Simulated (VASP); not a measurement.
# AlAs (sol) (F-43m) in VASP: single point with PBEsol

Aim: the single point of AlAs (sol) with PBEsol.

Program: VASP 6.6.1. These are calculated values, not measurements. Logs are shortened: lines on timing, memory, paths and dates and some standing lists are left out, and cuts for length are marked.

## 1. The cell of the first run

Symmetry: F-43m, No. 216, cubic system. Conventional cell: a = 5.675 Å, b = 5.675 Å, c = 5.675 Å, α = 90.00°, β = 90.00°, γ = 90.00°. Within 3.2 Å of Al (site symmetry -43m) lie 4 As at 2.46 Å. As (site symmetry -43m) has 4 Al at 2.46 Å within 3.2 Å.

## 2. Single point, PBEsol

Input file INCAR:

```
SYSTEM = AlAs
PREC = Accurate
ENCUT = 500
EDIFF = 1E-6
ISMEAR = 0
SIGMA = 0.02
LREAL = .False.
LASPH = .True.
NELM = 120
ALGO = Normal
ISIF = 2
LWAVE = .False.
LCHARG = .True.
GGA = PS
LELF = .True.
LVHAR = .True.
NBANDS = 11
GGA_COMPAT = .False.
```

Input file KPOINTS:

```
regular mesh
0
Gamma
  8 8 8
  0 0 0
```

Input file POSCAR:

```
AlAs
1.0
    0.0000000000      2.8373087926      2.8373087926
    2.8373087926      0.0000000000      2.8373087926
    2.8373087926      2.8373087926      0.0000000000
Al As
1 1
Direct
    0.0000000000      0.0000000000      0.0000000000
    0.2500000000      0.2500000000      0.2500000000
```

Potentials or basis: VASP PAW PBE potentials, release 64 (Al, As).

The run is started by

```console
> cat potpaw_PBE.64/Al/POTCAR potpaw_PBE.64/As/POTCAR > POTCAR
> mpirun -np 1 vasp_std > vasp.out
```

OUTCAR:

```text
SYSTEM = AlAs
   PREC = Accurate
   ENCUT = 500
   EDIFF = 1E-6
   ISMEAR = 0
   LREAL = .False.
   LASPH = .True.
   NELM = 120
   ISIF = 2
   GGA = PS

 ion  position               nearest neighbor table
   1  0.000  0.000  0.000-   2 2.46   2 2.46   2 2.46   2 2.46
   2  0.250  0.250  0.250-   1 2.46   1 2.46   1 2.46   1 2.46

  LATTYP: Found a face centered cubic cell.
 ALAT       =     5.6746175852

  Lattice vectors:

 A1 = (   0.0000000000,   2.8373087926,   2.8373087926)
 A2 = (   2.8373087926,   0.0000000000,   2.8373087926)
 A3 = (   2.8373087926,   2.8373087926,   0.0000000000)

Analysis of symmetry for initial positions (statically):
=====================================================================
 Subroutine PRICEL returns:
 Original cell was already a primitive cell.

 Routine SETGRP: Setting up the symmetry group for a
 face centered cubic supercell.

 Subroutine GETGRP returns: Found 24 space group operations
 (whereof 24 operations were pure point group operations)
 out of a pool of 48 trial point group operations.

The static configuration has the point symmetry T_d .

Analysis of symmetry for dynamics (positions and initial velocities):
=====================================================================
 Subroutine PRICEL returns:
 Original cell was already a primitive cell.

 Routine SETGRP: Setting up the symmetry group for a
 face centered cubic supercell.

 Subroutine GETGRP returns: Found 24 space group operations
 (whereof 24 operations were pure point group operations)
 out of a pool of 48 trial point group operations.

The dynamic configuration has the point symmetry T_d .

 Subroutine INISYM returns: Found 24 space group operations
 (whereof 24 operations are pure point group operations),
 and found     1 'primitive' translations

----------------------------------------------------------------------------------------

                                     Primitive cell

  volume of cell :      45.6825

  direct lattice vectors                    reciprocal lattice vectors
     0.000000000  2.837308793  2.837308793    -0.176223329  0.176223329  0.176223329
     2.837308793  0.000000000  2.837308793     0.176223329 -0.176223329  0.176223329
     2.837308793  2.837308793  0.000000000     0.176223329  0.176223329 -0.176223329

  length of vectors
     4.012560575  4.012560575  4.012560575     0.305227759  0.305227759  0.305227759

  position of ions in fractional coordinates (direct lattice)
     0.000000000  0.000000000  0.000000000
     0.250000000  0.250000000  0.250000000

  ion indices of the primitive-cell ions
[... 85 lines left out ...]
   PSTRESS=    0.0 pullay stress
   NELECT =       8.0000    total number of electrons
   NUPDOWN=      -1.0000    fix difference up-down
   EMIN   =  10.00;   EMAX   =-10.00  energy-range for DOS
   EFERMI =   0.00;   METHOD = LEGACY
   ISMEAR =     0;   SIGMA  =   0.02  broadening in eV -4-tet -1-fermi 0-gaus
   EFERMI_NEDOS =   21; number of points for ismear=-14 and -15
   IALGO  =     38    algorithm
   IMIX   =      4    mixing-type and parameters
     AMIX     =   0.40;   BMIX     =  1.00
     AMIX_MAG =   1.60;   BMIX_MAG =  1.00
  volume/ion in A,a.u.               =      22.84       154.14
  Fermi-wavevector in a.u.,A,eV,Ry     =   0.915914  1.730827 11.413917  0.838899
  Thomas-Fermi vector in A             =   2.040710
   LORBIT       =      0    0 simple, 1 ext, 2 COOP (PROOUT), +10 PAW based schemes
   GGA     = PS    functional components
   LHFCALC =     F    Hartree Fock is set to
   AEXX    =    0.0000 exact exchange contribution
   IVDW    =     0    specifies the selected vdW correction
   LEPSILON=     F    determine dielectric tensor
   LRPA    =     F    only Hartree local field effects (RPA)
 non-spin polarized calculation
 Gauss-broadening in eV      SIGMA  =   0.02
  energy-cutoff  :      500.00
  volume of cell :       45.68
 maximum number of plane-waves:      1211
 NGX is ok and might be reduce to    30
   NGX = 15   NGY = 15   NGZ = 15

 number of electron       8.0000000 magnetization

 Free energy of the ion-electron system (eV)
  ---------------------------------------------------
  ext. energy  EPLUGINS =         0.00000000
  ---------------------------------------------------
  free energy    TOTEN  =       -10.06468327 eV

  energy without entropy =      -10.06468327  energy(sigma->0) =      -10.06468327

 E-fermi :   3.8260     XC(G=0):  -9.1675

 val. band max:        3.7402371223   @ k =   0.0000   0.0000   0.0000
 cond. band min:       5.0717694284   @ k =   0.5000   0.5000   0.0000
 fundamental gap:      1.3315323061
 Fermi energy:         3.8259928514

 k-point     1 :       0.0000    0.0000    0.0000
  band No.  band energies     occupation
      1      -8.1059      2.00000
      2       3.7402      2.00000
      3       3.7402      2.00000
      4       3.7402      2.00000
      5       5.6630      0.00000
      6       7.9908      0.00000
      7       7.9908      0.00000
      8       7.9908      0.00000
      9      12.4110      0.00000
     10      12.7161      0.00000
     11      12.7161      0.00000
[... 309 lines left out ...]
 k-point    24 :      -0.3750    0.2500    0.1250
  band No.  band energies     occupation
      1      -6.4355      2.00000
      2      -1.5151      2.00000
      3       1.0419      2.00000
      4       2.1978      2.00000
      5       7.3346      0.00000
      6       7.8966      0.00000
      7      10.3546      0.00000
      8      11.2854      0.00000
      9      12.0073      0.00000
     10      14.6283      0.00000
     11      15.8926      0.00000

 [... further k-points ...]

------------------------ aborting loop because EDIFF is reached ----------------------------------------

  FORCE on cell =-STRESS in cart. coord.  units (eV):
  Direction    XX          YY          ZZ          XY          YZ          ZX
  --------------------------------------------------------------------------------------
  -------------------------------------------------------------------------------------
  Total        0.0776410      0.0776410      0.0776410      0.0000000     -0.0000000     -0.0000000
  in kB        2.7230259      2.7230259      2.7230259      0.0000000     -0.0000000     -0.0000000
  external PRESSURE =       2.7230259 kB  Pullay stress =       0.0000000 kB

 VOLUME and BASIS-vectors are now :
 -----------------------------------------------------------------------------
  energy-cutoff  :      500.00
  volume of cell :       45.68
      direct lattice vectors                 reciprocal lattice vectors
     0.000000000  2.837308793  2.837308793    -0.176223329  0.176223329  0.176223329
     2.837308793  0.000000000  2.837308793     0.176223329 -0.176223329  0.176223329
     2.837308793  2.837308793  0.000000000     0.176223329  0.176223329 -0.176223329

 POSITION                                       TOTAL-FORCE (eV/Angst)
 -----------------------------------------------------------------------------------
      0.00000      0.00000      0.00000        -0.000000      0.000000      0.000000
      1.41865      1.41865      1.41865         0.000000     -0.000000     -0.000000
 -----------------------------------------------------------------------------------
    total drift:                                0.000000      0.000000      0.000000

  FREE ENERGIE OF THE ION-ELECTRON SYSTEM (eV)
  ---------------------------------------------------
  free  energy   TOTEN  =       -10.0646832679 eV

  energy  without entropy=      -10.0646832679  energy(sigma->0) =      -10.06468327
```

Run time: 15 s. Hardware: 1 thread of Intel Xeon Platinum 8559C (Emerald Rapids), shared host; peak memory 0.17 GiB.

What came out:

| Item | Value |
| --- | --- |
| Free energy | -10.0647 eV |
| Pressure | 0.3 GPa |
| Band gap on the k mesh | 1.33 eV, indirect (least direct gap 1.92 eV) |

Caveat: the PAW data sets were made with another functional, which shifts forces and pressure a little.
